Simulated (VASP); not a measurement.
Wanted: the native input for a VASP 6.6.1 run.

- Task: single point
- Functional: PBE
- Potentials or basis: VASP PAW PBE potentials, release 64 (Ag, B)
- Cutoff: 520 eV
- k mesh: 11 × 11 × 7
- Occupations: methfessel-paxton, width 0.1 eV
- Spin: no spin polarisation
- Dipole correction: no
- Further INCAR settings: ALGO = Normal; EDIFF = 1e-06; NBANDS = 16

The structure of AgB2 lies in POSCAR:

```
AgB2
1.0
    3.0764325584      0.0000000000      0.0000000000
   -1.5382162792      2.6642685898      0.0000000000
    0.0000000000      0.0000000000      4.1305555152
Ag B
1 2
Direct
    0.0000000000      0.0000000000      0.0000000000
    0.3333333333      0.6666666667      0.5000000000
    0.6666666667      0.3333333333      0.5000000000
```

The input as run:

INCAR

```
SYSTEM = AgB2
  PREC = Accurate
  ENCUT = 520
  EDIFF = 1E-6
  ISMEAR = 1
  SIGMA = 0.1
  LREAL = .FALSE.
  LASPH = .TRUE.
  NELM = 80
  ALGO = Normal
  ISIF = 2
  LWAVE = .FALSE.
  LCHARG = .FALSE.
  GGA = PE
  NBANDS = 16
```

KPOINTS

```
regular mesh
0
G
  11 11 7
  0 0 0
```

Potentials or basis: VASP PAW PBE potentials, release 64 (Ag, B).

Run with:

```console
$ cat potpaw_PBE.64/Ag/POTCAR potpaw_PBE.64/B/POTCAR > POTCAR
$ mpirun -np 1 vasp_std > vasp.out
```

Results of the run:

```yaml
Pressure: -7.3 GPa
```

Wall time 16 s on 1 thread of AMD EPYC 9R45 96-Core Processor (Zen 5), on a shared host, peak memory 0.14 GiB.
